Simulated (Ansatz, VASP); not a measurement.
**Si: VASP beside Ansatz**

The input INCAR:

```
SYSTEM = Si
ALGO = Normal ; EDIFF = 1E-6
ENCUT = 500 ; GGA = PE
GGA_COMPAT = .False. ; ISIF = 2
ISMEAR = -1 ; LASPH = .True.
LCHARG = .True. ; LELF = .True.
LREAL = .False. ; LVHAR = .True.
LWAVE = .False. ; NBANDS = 16
NELM = 120 ; PREC = Accurate
SIGMA = 0.02
```

File KPOINTS:

```
k-points
0
Gamma
  10 10 5
  0 0 0
```

File POSCAR:

```
Si
1.0
    3.8313174605      0.0000000000      0.0000000000
   -1.9156587303      3.3180182508      0.0000000000
    0.0000000000      0.0000000000      6.3326220002
Si
4
Direct
    0.3333333300      0.6666666700      0.0630095000
    0.6666666700      0.3333333300      0.5630095000
    0.3333333300      0.6666666700      0.4369905000
    0.6666666700      0.3333333300      0.9369905000
```

Input for Ansatz:

```yaml
crystal:
  lattice:
    - [3.8313174605, 0.0, 0.0]
    - [-1.9156587303, 3.3180182508, 0.0]
    - [0.0, 0.0, 6.3326220002]
  atoms:
    - { symbol: Si, position: [0.33333333, 0.66666667, 0.0630095] }
    - { symbol: Si, position: [0.66666667, 0.33333333, 0.5630095] }
    - { symbol: Si, position: [0.33333333, 0.66666667, 0.4369905] }
    - { symbol: Si, position: [0.66666667, 0.33333333, 0.9369905] }
hamiltonian:
  xc: pbe
  pseudopotentials:
    kind: all_electron
    lapw: { basis_error: 0.0001, muffin_tin_radii: { Si: 1.095 } }
kpoints:
  mp_grid: { grid: [10, 10, 5] }
scf:
  occupations: { method: fermi_dirac, width: 0.02 }
  convergence: { dr2_threshold: 1.0e-09 }
output:
  eigenvalues: true
  forces: true
  stress: true
```

Alike in both runs: task single point; functional PBE; k mesh 10 × 10 × 5; occupations fermi-dirac, width 0.02 eV; no spin polarisation.

```csv
,VASP,Ansatz
version,VASP 6.6.1,Ansatz 0.2.0
potentials or method,"VASP PAW PBE potentials, release 64 (Si), cutoff 500 eV","all-electron LAPW, scalar-relativistic"
```

|  | VASP | Ansatz | Ansatz less VASP |
| --- | --- | --- | --- |
| gap on the k mesh at the Fermi level (eV) | 0.42 | 0.42 | +0.001 |
| least direct gap on the mesh (eV) | 1.03 | 1.03 | -0.005 |
| pressure (GPa) | 1.4 | 1.4 | +0.05 |
| rms of the force components (eV/Å) | 0.003 | 0.003 | -0.0004 |

Atom by atom the forces differ by 0.000 eV/Å (rms over components). Ansatz ran all-electron here, and VASP with PAW potentials.
